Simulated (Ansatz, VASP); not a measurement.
Two plane-wave programs on CoSn

```
Co Sn
1.0
     3.62552    0.00000    0.00000
     0.00000    3.62552    0.00000
     0.00000    0.00000    3.62552
Co Sn
1 1
Cartesian
  0.0000 0.0000 0.0000
  1.8128 1.8128 1.8128
```

Alike in both runs: task relaxation of cell and atoms; functional PBE; k mesh 6 × 6 × 6; occupations gaussian, width 0.1 eV; collinear spin.

|  | VASP | Ansatz |
| --- | --- | --- |
| version | VASP 6.6.1 | Ansatz 0.2.0 |
| potentials or method | VASP PAW PBE potentials, release 64 (Co, Sn_d), cutoff 600 eV | scalar-relativistic, plane waves, PAW |
| valence electrons in the cell | 23 | 31 |

```tsv
	VASP	Ansatz	Ansatz less VASP
gap on the k mesh at the Fermi level, each at its own relaxed structure (eV)	none	none	-
net moment per atom (μB)	0.31	0.31	+0.001
size of the moment on the site where the two differ most (μB)	0.66	0.67	+0.011
relaxed volume (Å³/atom)	15.64	15.63	-0.011
relaxed length of the cell vector where the two differ most in proportion (Å)	3.151	3.150	-0.0007
```

Site moments also hang on the region over which each program counts them. A gap of «none» marks a metal or a gap that the smearing closes. VASP's potentials hold 23 valence electrons a cell and Ansatz's 31, so a difference there can come from the potentials and not from the codes.

Noted on VASP's run: the volume moved by over 15 % at a fixed basis, so the end points are rough.
